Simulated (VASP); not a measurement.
# H15NO6 in VASP: single point with PBE+D3(BJ)

Aim: the single point of H15NO6 with PBE+D3(BJ).

All numbers are computed with VASP 6.6.1; they aren't measurements. Logs are shortened: lines on timing, memory, paths and dates and some standing lists are left out, and cuts for length are marked.

### 1 The cell of the first run

The cell holds a disordered packing, 22 atoms: a = 5.820 Å, b = 5.820 Å, c = 5.820 Å, α = 90.00°, β = 90.00°, γ = 90.00°.

### 2 Single point, PBE+D3(BJ)

File INCAR:

```
PREC     = Accurate       # precision mode
ENCUT    = 1000           # plane-wave cutoff, eV
EDIFF    = 1E-6           # SCF threshold, eV
ISMEAR   = -1             # smearing method
SIGMA    = 0.02           # smearing width, eV
LREAL    = Auto         
LASPH    = True           # aspherical terms in the spheres
NELM     = 120            # most SCF steps
ALGO     = Normal         # electronic algorithm
ISIF     = 2              # what is computed and relaxed
LWAVE    = False          # write WAVECAR
LCHARG   = False          # write CHGCAR
GGA      = PE             # functional
IVDW     = 12             # dispersion correction
NBANDS   = 45             # bands
GGA_COMPAT= False
```

File KPOINTS:

```
Automatic mesh
0
Gamma
  1 1 1
```

File POSCAR:

```
H15NO6
1.0
    5.8196320000      0.0000000000      0.0000000000
    0.0000000000      5.8196320000      0.0000000000
    0.0000000000      0.0000000000      5.8196320000
O H N
6 15 1
Direct
    1.1154272313      0.6565887136      0.8806574521
   -0.0997279470      0.1604756239      0.7675744750
    0.6261126095      0.8873700931      0.0480541228
    0.6146847926      0.1628619448      0.4209737275
    0.4786910482      0.4218475232      1.0311373280
    0.4006688087      0.6640149778      0.5217718227
    1.1090911444      0.7856559495      1.0181426336
    0.9889276201      0.5473762966      0.8894751673
   -0.1911227576      0.1647777195      0.6209278742
    0.0349238103      0.0670315697      0.7335245961
    0.7396905076      0.9454142062     -0.0635421808
    0.6092639914      0.7192200227      0.0368159110
    0.5564104515      0.3113540087      0.3675862406
    0.6140980774      0.0626166080      0.2820749060
    0.3348077047      0.4993591843      0.9762970869
    0.5312769231      0.3324989664      0.8998837151
    0.5070175943      0.7848814557      0.5667391683
    0.2912125124      0.6562375046      0.6530184523
   -0.0171211131      0.0218603068      0.2598871891
    0.2183606796     -0.1281754312      0.3289877083
    0.2362651829      0.0951262415      0.1541644487
    0.1347308279     -0.0407979853      0.2000363553
```

Potentials or basis: VASP PAW PBE potentials, release 64 (O_h, H_h, N_h).

Started as:

```
> cat potpaw_PBE.64/O_h/POTCAR potpaw_PBE.64/H_h/POTCAR potpaw_PBE.64/N_h/POTCAR > POTCAR
> mpirun -np 1 vasp_gam > vasp.out
```

OUTCAR:

```text
PREC = Accurate
   ENCUT = 1000
   EDIFF = 1E-6
   ISMEAR = -1
   LREAL = Auto
   LASPH = True
   NELM = 120
   ISIF = 2
   GGA = PE
   IVDW = 12
 IVDW          = 12

 ion  position               nearest neighbor table
   1  0.115  0.657  0.881-   8 0.97   7 1.10
   2  0.900  0.160  0.768-  10 0.97   9 1.01
   3  0.626  0.887  0.048-  12 0.99  11 0.99
   4  0.615  0.163  0.421-  13 0.98  14 1.00
   5  0.479  0.422  0.031-  16 0.97  15 1.00
   6  0.401  0.664  0.522-  17 0.97  18 1.00
   7  0.109  0.786  0.018-   1 1.10
   8  0.989  0.547  0.889-   1 0.97
   9  0.809  0.165  0.621-   2 1.01
  10  0.035  0.067  0.734-   2 0.97
  11  0.740  0.945  0.936-   3 0.99
  12  0.609  0.719  0.037-   3 0.99
  13  0.556  0.311  0.368-   4 0.98
  14  0.614  0.063  0.282-   4 1.00
  15  0.335  0.499  0.976-   5 1.00
  16  0.531  0.332  0.900-   5 0.97
  17  0.507  0.785  0.567-   6 0.97
  18  0.291  0.656  0.653-   6 1.00
  19  0.983  0.022  0.260-  22 1.02
  20  0.218  0.872  0.329-  22 1.03
  21  0.236  0.095  0.154-  22 1.02
  22  0.135  0.959  0.200-  19 1.02  21 1.02  20 1.03

  LATTYP: Found a simple cubic cell.
 ALAT       =     5.8196320000

  Lattice vectors:

 A1 = (   5.8196320000,   0.0000000000,   0.0000000000)
 A2 = (   0.0000000000,   5.8196320000,   0.0000000000)
 A3 = (   0.0000000000,   0.0000000000,   5.8196320000)

Analysis of symmetry for initial positions (statically):
=====================================================================
 Subroutine PRICEL returns:
 Original cell was already a primitive cell.

 Routine SETGRP: Setting up the symmetry group for a
 simple cubic supercell.

 Subroutine GETGRP returns: Found  1 space group operations
 (whereof  1 operations were pure point group operations)
 out of a pool of 48 trial point group operations.

The static configuration has the point symmetry C_1 .

Analysis of symmetry for dynamics (positions and initial velocities):
=====================================================================
 Subroutine PRICEL returns:
 Original cell was already a primitive cell.

 Routine SETGRP: Setting up the symmetry group for a
 simple cubic supercell.

 Subroutine GETGRP returns: Found  1 space group operations
 (whereof  1 operations were pure point group operations)
 out of a pool of 48 trial point group operations.
[... 117 lines left out ...]
   EDIFF  = 0.1E-05   stopping-criterion for ELM
   LREAL  =      T    real-space projection
   EDIFFG = 0.1E-04   stopping-criterion for IOM
   NSW    =      0    number of steps for IOM
   IBRION =     -1    ionic relax: 0-MD 1-quasi-New 2-CG
   NFREE  =      0    steps in history (QN), initial steepest desc. (CG)
   ISIF   =      2    stress and relaxation
   ISYM   =      2    0-nonsym 1-usesym 2-fastsym
   POTIM  = 0.5000    time-step for ionic-motion
   TEBEG  =    0.0;   TEEND  =   0.0 temperature during run
   PSTRESS=    0.0 pullay stress
   NELECT =      56.0000    total number of electrons
   NUPDOWN=      -1.0000    fix difference up-down
   EMIN   =  10.00;   EMAX   =-10.00  energy-range for DOS
   EFERMI =   0.00;   METHOD = LEGACY
   ISMEAR =    -1;   SIGMA  =   0.02  broadening in eV -4-tet -1-fermi 0-gaus
   EFERMI_NEDOS =   21; number of points for ismear=-14 and -15
   IALGO  =     38    algorithm
   IMIX   =      4    mixing-type and parameters
     AMIX     =   0.40;   BMIX     =  1.00
     AMIX_MAG =   1.60;   BMIX_MAG =  1.00
  volume/ion in A,a.u.               =       8.96        60.46
  Fermi-wavevector in a.u.,A,eV,Ry     =   1.076239  2.033796 15.759492  1.158290
  Thomas-Fermi vector in A             =   2.212118
   LORBIT       =      0    0 simple, 1 ext, 2 COOP (PROOUT), +10 PAW based schemes
   GGA     = PE    functional components
   LHFCALC =     F    Hartree Fock is set to
   AEXX    =    0.0000 exact exchange contribution
   IVDW    =    12    specifies the selected vdW correction
   LEPSILON=     F    determine dielectric tensor
   LRPA    =     F    only Hartree local field effects (RPA)
 non-spin polarized calculation
  energy-cutoff  :     1000.00
  volume of cell :      197.10
 maximum number of plane-waves:      7074
   NGX = 31   NGY = 31   NGZ = 31

 number of electron      56.0000000 magnetization

 Free energy of the ion-electron system (eV)
  ---------------------------------------------------
  ext. energy  EPLUGINS =         0.00000000
  ---------------------------------------------------
  free energy    TOTEN  =      -107.84324232 eV

  energy without entropy =     -107.84324232  energy(sigma->0) =     -107.84324232

 E-fermi :  -2.3954     XC(G=0):  -7.1534

 val. band max:       -2.9066247104   @ k =   0.0000   0.0000   0.0000
 cond. band min:       1.7578672257   @ k =   0.0000   0.0000   0.0000
 fundamental gap:      4.6644919361
 Fermi energy:        -2.3953777650

 k-point     1 :       0.0000    0.0000    0.0000
  band No.  band energies     occupation
      1     -21.7637      2.00000
      2     -21.3424      2.00000
      3     -21.0767      2.00000
      4     -21.0415      2.00000
      5     -20.9033      2.00000
      6     -20.5869      2.00000
[... 32 lines left out ...]
     39       8.4118      0.00000
     40       8.6078      0.00000
 [bands above 40 left out]

------------------------ aborting loop because EDIFF is reached ----------------------------------------

 Edisp (eV)   -0.85155

 E8    (eV) :    -0.1763

  FORCE on cell =-STRESS in cart. coord.  units (eV):
  Direction    XX          YY          ZZ          XY          YZ          ZX
  --------------------------------------------------------------------------------------
  -------------------------------------------------------------------------------------
  Total       1.35984    -1.15131     0.78112    -0.54941    -0.48389     0.44870
  in kB      11.05379    -9.35870     6.34954    -4.46599    -3.93342     3.64736
  external pressure =        2.68 kB  Pullay stress =        0.00 kB

 VOLUME and BASIS-vectors are now :
 -----------------------------------------------------------------------------
  energy-cutoff  :     1000.00
  volume of cell :      197.10
      direct lattice vectors                 reciprocal lattice vectors
     5.819632000  0.000000000  0.000000000     0.171832171  0.000000000  0.000000000
     0.000000000  5.819632000  0.000000000     0.000000000  0.171832171  0.000000000
     0.000000000  0.000000000  5.819632000     0.000000000  0.000000000  0.171832171

 POSITION                                       TOTAL-FORCE (eV/Angst)
 -----------------------------------------------------------------------------------
      0.67174      3.82110      5.12510        -0.060061     -0.076943      0.104596
      5.23925      0.93391      4.46700         0.024464     -0.074122     -0.073114
      3.64374      5.16417      0.27966         0.076116     -0.120874     -0.067312
      3.57724      0.94780      2.44991         0.015398      0.034838     -0.002197
      2.78581      2.45500      0.18121        -0.093912     -0.035355     -0.160308
      2.33175      3.86432      3.03652         0.045278      0.069195      0.003863
[... 14 lines left out ...]
      1.37498      0.55360      0.89718        -0.042028     -0.036843      0.022664
      0.78408      5.58220      1.16414        -0.003383      0.038022     -0.010923
 -----------------------------------------------------------------------------------
    total drift:                               -0.004622     -0.001100      0.000084

  FREE ENERGIE OF THE ION-ELECTRON SYSTEM (eV)
  ---------------------------------------------------
  free  energy   TOTEN  =      -108.6947880618 eV

  energy  without entropy=     -108.6947880617  energy(sigma->0) =     -108.69478806
```

OSZICAR:

```text
N       E                     dE             d eps       ncg     rms          rms(c)
DAV:   1     0.711188325053E+03    0.71119E+03   -0.43220E+04    90   0.196E+03
DAV:   2     0.147895549891E+02   -0.69640E+03   -0.65359E+03   124   0.331E+02
DAV:   3    -0.113863595583E+03   -0.12865E+03   -0.12699E+03   108   0.157E+02
DAV:   4    -0.118534297936E+03   -0.46707E+01   -0.46451E+01   124   0.320E+01
DAV:   5    -0.118633442084E+03   -0.99144E-01   -0.99048E-01   108   0.459E+00    0.202E+01
DAV:   6    -0.108181612997E+03    0.10452E+02   -0.28468E+01   116   0.245E+01    0.741E+00
DAV:   7    -0.107976204277E+03    0.20541E+00   -0.18749E+00   116   0.590E+00    0.473E+00
DAV:   8    -0.107842146523E+03    0.13406E+00   -0.35006E-01   124   0.379E+00    0.673E-01
DAV:   9    -0.107837851455E+03    0.42951E-02   -0.38432E-02   116   0.105E+00    0.276E-01
DAV:  10    -0.107843005080E+03   -0.51536E-02   -0.91854E-03   108   0.468E-01    0.142E-01
DAV:  11    -0.107843270785E+03   -0.26571E-03   -0.93098E-04   108   0.216E-01    0.456E-02
DAV:  12    -0.107843279921E+03   -0.91356E-05   -0.39249E-04   100   0.119E-01    0.182E-02
DAV:  13    -0.107843258659E+03    0.21262E-04   -0.19546E-05   116   0.358E-02    0.988E-03
DAV:  14    -0.107843244106E+03    0.14553E-04   -0.23376E-05   100   0.285E-02    0.832E-03
DAV:  15    -0.107843242434E+03    0.16725E-05   -0.34455E-06   116   0.154E-02    0.321E-03
DAV:  16    -0.107843242318E+03    0.11580E-06   -0.31499E-06   100   0.965E-03
   1 F= -.10869479E+03 E0= -.10869479E+03  d E =-.840893E-11
```

It took 68 s on 1 thread of Intel Xeon Platinum 8259CL at 2.50GHz (Skylake/Cascade Lake), shared host; peak memory 0.45 GiB.

Results:

* Free energy: -108.6948 eV
* Pressure: 0.3 GPa
* Largest force: 0.223 eV/Å
* Dispersion energy per atom: -0.039 eV

Forces on the atoms (eV/Å):
```
O   -0.060 -0.077  0.105
O    0.024 -0.074 -0.073
O    0.076 -0.121 -0.067
O    0.015  0.035 -0.002
O   -0.094 -0.035 -0.160
O    0.045  0.069  0.004
H   -0.024 -0.092 -0.086
H    0.042  0.059 -0.038
H    0.039  0.006  0.057
H   -0.097  0.106  0.043
H   -0.067 -0.047  0.042
H    0.065  0.212  0.011
H    0.019 -0.059 -0.030
H    0.007 -0.027  0.031
H    0.028  0.004  0.031
H    0.017  0.056  0.116
H   -0.039 -0.024 -0.033
H   -0.006  0.011 -0.034
H   -0.007  0.038  0.016
H    0.059 -0.042  0.058
H   -0.042 -0.037  0.023
N   -0.003  0.038 -0.011
```

Stress tensor (GPa, compression positive):
```
 1.11 -0.45  0.36
-0.45 -0.94 -0.39
 0.36 -0.39  0.63
```

Levels at points of the mesh, in eV from the Fermi level:
```csv
k point,band 25,band 26,band 27,band 28,band 29,band 30,band 31,band 32
"(0.00, 0.00, 0.00)",-1.04,-0.88,-0.80,-0.51,4.15,7.67,8.07,8.18
```

Caveat: the k points lie up to 1.08 Å⁻¹ apart, too coarse for converged energies, forces and pressures.
